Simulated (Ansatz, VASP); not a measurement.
Two plane-wave programs on HgTe

```
Te Hg
1.0
     4.70197    0.00000    0.00000
    -2.35099    4.07203    0.00000
     0.00000    0.00000   23.63808
Te Hg
3 3
Direct
  0.00000 0.00000 0.31856
  0.33333 0.66667 0.48518
  0.66667 0.33333 0.65337
  0.33333 0.66667 0.35213
  0.66667 0.33333 0.51794
  0.00000 0.00000 0.67283
```

Alike in both runs: functional PBE; k mesh 9 × 9 × 1; occupations gaussian, width 0.1 eV; no spin polarisation.

Ansatz relaxed the structure, and its values are those at the end. VASP's run is a single point on that final structure, the one shown.

|  | VASP | Ansatz |
| --- | --- | --- |
| version | VASP 6.6.1 | Ansatz 0.2.0 |
| potentials or method | VASP PAW PBE potentials, release 64 (Te, Hg), cutoff 520 eV | scalar-relativistic, plane waves, PAW |
| valence electrons in the cell | 54 | 108 |

|  | VASP | Ansatz | Ansatz less VASP |
| --- | --- | --- | --- |
| gap on the k mesh at the Fermi level (eV) | none | none | - |
| rms of the force components (eV/Å) | 0.004 | 0.001 | -0.0030 |

A gap of «none» marks a metal or a gap that the smearing closes. The functional is the same, so the differences come from potentials, cutoffs and numerics. VASP's potentials hold 54 valence electrons a cell and Ansatz's 108, so a difference there can come from the potentials and not from the codes.

Spin-orbit coupling is off throughout.
